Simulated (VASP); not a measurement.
# Al2Cu in VASP: single point with PBEsol

Aim: the single point of Al2Cu with PBEsol.

Everything below comes from runs of VASP 6.6.1. Logs are shortened: lines on timing, memory, paths and dates and some standing lists are left out, and cuts for length are marked.

### Step 1. The cell of the first run

The cell holds a slab with vacuum, 12 atoms: a = 4.061 Å, b = 4.061 Å, c = 27.979 Å, α = 90.00°, β = 90.00°, γ = 90.00°.

### Step 2. Single point, PBEsol

Input file INCAR:

```
SYSTEM = Al2Cu
ALGO     = Normal         ! electronic algorithm
DIPOL    = 0.5 0.5 0.492
EDIFF    = 1E-6           ! SCF threshold, eV
ENCUT    = 520            ! plane-wave cutoff, eV
GGA      = PS             ! functional
IDIPOL   = 3            
ISIF     = 2              ! what is computed and relaxed
ISMEAR   = 0              ! smearing method
LASPH    = .True.         ! aspherical terms in the spheres
LCHARG   = .False.        ! write CHGCAR
LDIPOL   = .True.       
LREAL    = .False.        ! projectors in reciprocal space
LWAVE    = .False.        ! write WAVECAR
NBANDS   = 46             ! bands
NELM     = 80             ! most SCF steps
PREC     = Accurate       ! precision mode
SIGMA    = 0.1            ! smearing width, eV
```

Input file KPOINTS:

```
k-points
0
Gamma
  15 15 1
  0 0 0
```

Input file POSCAR:

```
Al2Cu
1.0
    4.0606750000      0.0000000000      0.0000000000
    0.0000000000      4.0606750000      0.0000000000
    0.0000000000      0.0000000000     27.9788289869
Al Cu
8 4
Direct
    0.5000000000      0.0000000000      0.3216717899
    0.0000000000      0.5000000000      0.3216717899
    0.0000000000      0.5000000000      0.4235736200
    0.5000000000      0.0000000000      0.4235736200
    0.5000000000      0.0000000000      0.5262816934
    0.0000000000      0.5000000000      0.5262816934
    0.0000000000      0.5000000000      0.6281226326
    0.5000000000      0.0000000000      0.6281226326
    0.0000000000      0.0000000000      0.3726227099
    0.5000000000      0.5000000000      0.4745245400
    0.0000000000      0.0000000000      0.5772313864
    0.5000000000      0.5000000000      0.6751352994
```

Potentials or basis: VASP PAW PBE potentials, release 64 (Al, Cu).

Started as:

```
$ cat potpaw_PBE.64/Al/POTCAR potpaw_PBE.64/Cu/POTCAR > POTCAR
$ mpirun -np 1 vasp_std > vasp.out
```

OUTCAR:

```text
SYSTEM = Al2Cu
   EDIFF = 1E-6
   ENCUT = 520
   GGA = PS
   ISIF = 2
   ISMEAR = 0
   LASPH = .True.
   LREAL = .False.
   NELM = 80
   PREC = Accurate

 ion  position               nearest neighbor table
   1  0.500  0.000  0.322-   9 2.48   9 2.48   4 2.85   2 2.87   2 2.87   2 2.87   2 2.87
   2  0.000  0.500  0.322-   9 2.48   9 2.48   3 2.85   1 2.87   1 2.87   1 2.87   1 2.87
   3  0.000  0.500  0.424-   9 2.48   9 2.48  10 2.48  10 2.48   2 2.85   4 2.87   4 2.87   4 2.87
                             4 2.87   6 2.87
   4  0.500  0.000  0.424-   9 2.48   9 2.48  10 2.48  10 2.48   1 2.85   3 2.87   3 2.87   3 2.87
                             3 2.87   5 2.87
   5  0.500  0.000  0.526-  11 2.48  11 2.48  10 2.49  10 2.49   8 2.85   6 2.87   6 2.87   6 2.87
                             6 2.87   4 2.87
   6  0.000  0.500  0.526-  11 2.48  11 2.48  10 2.49  10 2.49   7 2.85   5 2.87   5 2.87   5 2.87
                             5 2.87   3 2.87
   7  0.000  0.500  0.628-  12 2.42  12 2.42  11 2.48  11 2.48   6 2.85   8 2.87   8 2.87   8 2.87
                             8 2.87
   8  0.500  0.000  0.628-  12 2.42  12 2.42  11 2.48  11 2.48   5 2.85   7 2.87   7 2.87   7 2.87
                             7 2.87
   9  0.000  0.000  0.373-   3 2.48   4 2.48   3 2.48   4 2.48   2 2.48   1 2.48   1 2.48   2 2.48

  10  0.500  0.500  0.475-   3 2.48   4 2.48   4 2.48   3 2.48   5 2.49   5 2.49   6 2.49   6 2.49

  11  0.000  0.000  0.577-   7 2.48   8 2.48   7 2.48   8 2.48   6 2.48   5 2.48   5 2.48   6 2.48

  12  0.500  0.500  0.675-   7 2.42   8 2.42   8 2.42   7 2.42

  LATTYP: Found a simple tetragonal cell.
 ALAT       =     4.0606750000
 C/A-ratio  =     6.8901916521

  Lattice vectors:

 A1 = (   4.0606750000,   0.0000000000,   0.0000000000)
 A2 = (   0.0000000000,   4.0606750000,   0.0000000000)
 A3 = (   0.0000000000,   0.0000000000,  27.9788289869)

Analysis of symmetry for initial positions (statically):
=====================================================================
 Subroutine PRICEL returns:
 Original cell was already a primitive cell.

 Routine SETGRP: Setting up the symmetry group for a
 simple tetragonal supercell.

 Subroutine GETGRP returns: Found  8 space group operations
 (whereof  8 operations were pure point group operations)
 out of a pool of 16 trial point group operations.

The static configuration has the point symmetry C_4v.

Analysis of symmetry for dynamics (positions and initial velocities):
=====================================================================
 Subroutine PRICEL returns:
 Original cell was already a primitive cell.

 Routine SETGRP: Setting up the symmetry group for a
 simple tetragonal supercell.

 Subroutine GETGRP returns: Found  8 space group operations
 (whereof  8 operations were pure point group operations)
 out of a pool of 16 trial point group operations.

The dynamic configuration has the point symmetry C_4v.

 Subroutine INISYM returns: Found  8 space group operations
 (whereof  8 operations are pure point group operations),
 and found     1 'primitive' translations

----------------------------------------------------------------------------------------

                                     Primitive cell

  volume of cell :     461.3452

  direct lattice vectors                    reciprocal lattice vectors
     4.060675000  0.000000000  0.000000000     0.246264476  0.000000000  0.000000000
     0.000000000  4.060675000  0.000000000     0.000000000  0.246264476  0.000000000
     0.000000000  0.000000000 27.978828987     0.000000000  0.000000000  0.035741310

  length of vectors
     4.060675000  4.060675000 27.978828987     0.246264476  0.246264476  0.035741310

  position of ions in fractional coordinates (direct lattice)
     0.500000000  0.000000000  0.321671790
     0.000000000  0.500000000  0.321671790
     0.000000000  0.500000000  0.423573620
     0.500000000  0.000000000  0.423573620
     0.500000000  0.000000000  0.526281693
     0.000000000  0.500000000  0.526281693
     0.000000000  0.500000000  0.628122633
     0.500000000  0.000000000  0.628122633
     0.000000000  0.000000000  0.372622710
     0.500000000  0.500000000  0.474524540
     0.000000000  0.000000000  0.577231386
     0.500000000  0.500000000  0.675135299
[... 30 lines left out ...]

  Length of vectors
     0.016417632  0.016417632  0.035741310

  Shift w.r.t. Gamma in fractional coordinates (k-lattice)
     0.000000000  0.000000000  0.000000000

 Subroutine IBZKPT returns following result:
 ===========================================

 Found     36 irreducible k-points:

 Following reciprocal coordinates:
            Coordinates               Weight
  0.000000  0.000000  0.000000      1.000000
  0.066667  0.000000  0.000000      4.000000
  0.133333  0.000000  0.000000      4.000000
  0.200000  0.000000  0.000000      4.000000
  0.266667  0.000000  0.000000      4.000000
  0.333333  0.000000  0.000000      4.000000
[... 16 lines left out ...]
  0.266667  0.200000  0.000000      8.000000
  0.333333  0.200000  0.000000      8.000000
 [... further k-points ...]
   k-points           NKPTS =     36   k-points in BZ     NKDIM =     36   number of bands    NBANDS=     46
   number of dos      NEDOS =    301   number of ions     NIONS =     12
   total plane-waves  NPLWV = 189000
   dimension x,y,z NGX =    30 NGY =   30 NGZ =  210
   dimension x,y,z NGXF=    60 NGYF=   60 NGZF=  420
   ions per type =               8   4
   NGX,Y,Z   is equivalent  to a cutoff of  12.28, 12.28, 12.48 a.u.
   NGXF,Y,Z  is equivalent  to a cutoff of  24.56, 24.56, 24.96 a.u.
 SYSTEM =  Al2Cu
   PREC   = accura    normal or accurate (medium, high low for compatibility)
   ISTART =      0    job   : 0-new  1-cont  2-samecut
   ICHARG =      2    charge: 1-file 2-atom 10-const
   ISPIN  =      1    spin polarized calculation?
   LNONCOLLINEAR =      F non collinear calculations
   LSORBIT =      F    spin-orbit coupling
   LASPH  =      T    aspherical Exc in radial PAW
   ENCUT  =  520.0 eV  38.22 Ry    6.18 a.u.   7.55  7.55 52.02*2*pi/ulx,y,z
   NELM   =     80;   NELMIN=  2; NELMDL= -5     # of ELM steps
   EDIFF  = 0.1E-05   stopping-criterion for ELM
   LREAL  =      F    real-space projection
   EDIFFG = 0.1E-04   stopping-criterion for IOM
   NSW    =      0    number of steps for IOM
   IBRION =     -1    ionic relax: 0-MD 1-quasi-New 2-CG
   NFREE  =      0    steps in history (QN), initial steepest desc. (CG)
   ISIF   =      2    stress and relaxation
   ISYM   =      2    0-nonsym 1-usesym 2-fastsym
   POTIM  = 0.5000    time-step for ionic-motion
   TEBEG  =    0.0;   TEEND  =   0.0 temperature during run
   PSTRESS=    0.0 pullay stress
   NELECT =      68.0000    total number of electrons
   NUPDOWN=      -1.0000    fix difference up-down
   EMIN   =  10.00;   EMAX   =-10.00  energy-range for DOS
   EFERMI =   0.00;   METHOD = LEGACY
   ISMEAR =     0;   SIGMA  =   0.10  broadening in eV -4-tet -1-fermi 0-gaus
   EFERMI_NEDOS =   21; number of points for ismear=-14 and -15
   IALGO  =     38    algorithm
   IMIX   =      4    mixing-type and parameters
     AMIX     =   0.40;   BMIX     =  1.00
     AMIX_MAG =   1.60;   BMIX_MAG =  1.00
  volume/ion in A,a.u.               =      38.45       259.44
  Fermi-wavevector in a.u.,A,eV,Ry     =   0.864774  1.634185 10.174893  0.747834
  Thomas-Fermi vector in A             =   1.982920
   LORBIT       =      0    0 simple, 1 ext, 2 COOP (PROOUT), +10 PAW based schemes
   GGA     = PS    functional components
   LHFCALC =     F    Hartree Fock is set to
   AEXX    =    0.0000 exact exchange contribution
   IVDW    =     0    specifies the selected vdW correction
   LEPSILON=     F    determine dielectric tensor
   LRPA    =     F    only Hartree local field effects (RPA)
 non-spin polarized calculation
 Gauss-broadening in eV      SIGMA  =   0.10
  energy-cutoff  :      520.00
  volume of cell :      461.35
 maximum number of plane-waves:     12486
   NGX = 15   NGY = 15   NGZ =105

 dipolmoment           0.000000      0.000000      0.189537 electrons x Angstroem

 number of electron      67.9999930 magnetization

 dipolmoment           0.000000      0.000000     -0.022020 electrons x Angstroem

 Free energy of the ion-electron system (eV)
  ---------------------------------------------------
  ext. energy  EPLUGINS =         0.00000000
  ---------------------------------------------------
  free energy    TOTEN  =       -48.55859199 eV

  energy without entropy =      -48.53923399  energy(sigma->0) =      -48.54891299

 E-fermi :   0.5272     XC(G=0):  -5.0146

 val. band max:        0.5254858445   @ k =   0.2000   0.0667   0.0000
 cond. band min:       0.5462195058   @ k =   0.4000   0.2000   0.0000
 fundamental gap:      0.0207336613
 Fermi energy:         0.5271600532

 k-point     1 :       0.0000    0.0000    0.0000
  band No.  band energies     occupation
      1      -9.5521      2.00000
      2      -8.8647      2.00000
      3      -7.7042      2.00000
      4      -6.2597      2.00000
      5      -4.6163      2.00000
      6      -4.5636      2.00000
[... 1165 lines left out ...]
     45       4.9585      0.00000
     46       5.2711      0.00000

 [... further k-points ...]

------------------------ aborting loop because EDIFF is reached ----------------------------------------

 vacuum level on the upper side and lower side of the slab       (xc-potential included)        -0.306        -0.064

  FORCE on cell =-STRESS in cart. coord.  units (eV):
  Direction    XX          YY          ZZ          XY          YZ          ZX
  --------------------------------------------------------------------------------------
  -------------------------------------------------------------------------------------
  Total       -1.2876696     -1.2876696     -0.0530043      0.0000000      0.0000000     -0.0000000
  in kB       -4.4718685     -4.4718685     -0.1840752      0.0000000      0.0000000     -0.0000000
  external PRESSURE =      -3.0426040 kB  Pullay stress =       0.0000000 kB

 VOLUME and BASIS-vectors are now :
 -----------------------------------------------------------------------------
  energy-cutoff  :      520.00
  volume of cell :      461.35
      direct lattice vectors                 reciprocal lattice vectors
     4.060675000  0.000000000  0.000000000     0.246264476  0.000000000  0.000000000
     0.000000000  4.060675000  0.000000000     0.000000000  0.246264476  0.000000000
     0.000000000  0.000000000 27.978828987     0.000000000  0.000000000  0.035741310

 POSITION                                       TOTAL-FORCE (eV/Angst)
 -----------------------------------------------------------------------------------
      2.03034      0.00000      9.00000         0.000000      0.000000      0.116771
      0.00000      2.03034      9.00000        -0.000000      0.000000      0.116771
      0.00000      2.03034     11.85109         0.000000      0.000000     -0.084251
      2.03034      0.00000     11.85109         0.000000      0.000000     -0.084251
      2.03034      0.00000     14.72475         0.000000      0.000000      0.005283
      0.00000      2.03034     14.72475         0.000000     -0.000000      0.005283
      0.00000      2.03034     17.57414        -0.000000      0.000000      0.036933
      2.03034      0.00000     17.57414         0.000000      0.000000      0.036933
      0.00000      0.00000     10.42555         0.000000      0.000000     -0.236435
      2.03034      2.03034     13.27664         0.000000      0.000000      0.182992
      0.00000      0.00000     16.15026         0.000000      0.000000     -0.097283
      2.03034      2.03034     18.88950         0.000000     -0.000000      0.001253
 -----------------------------------------------------------------------------------
    total drift:                                0.000000      0.000000     -0.001033

  FREE ENERGIE OF THE ION-ELECTRON SYSTEM (eV)
  ---------------------------------------------------
  free  energy   TOTEN  =       -48.5585919888 eV

  energy  without entropy=      -48.5392339913  energy(sigma->0) =      -48.54891299

 vacuum level on the upper side and lower side of the slab         4.340         4.587
```

It took 20 min on 1 thread of AMD EPYC 9R45 (Zen 5), shared host; peak memory 0.8 GiB.

What came out:

```yaml
Free_energy: -48.5586 eV
Largest_force: 0.236 eV/Å
Band_gap_on_the_k_mesh: zero (bands 34 and 35 overlap by 2.17 eV)
```

Forces in eV/Å, atoms in the order of the input:
```
Al   0.000  0.000  0.117
Al   0.000  0.000  0.117
Al   0.000  0.000 -0.084
Al   0.000  0.000 -0.084
Al   0.000  0.000  0.005
Al   0.000  0.000  0.005
Al   0.000  0.000  0.037
Al   0.000  0.000  0.037
Cu   0.000  0.000 -0.236
Cu   0.000  0.000  0.183
Cu   0.000  0.000 -0.097
Cu   0.000  0.000  0.001
```

Levels at points of the mesh, in eV from the Fermi level:
```csv
k point,band 29,band 30,band 31,band 32,band 33,band 34,band 35,band 36,band 37,band 38
"(0.00, 0.00, 0.00)",-0.88,-0.88,-0.29,0.40,0.40,0.43,0.85,1.28,1.65,1.67
```

Caveat: the PAW data sets were made with another functional, which shifts forces and pressure a little.

The gap in the log of VASP goes by the Fermi energy; the results here count the filled bands.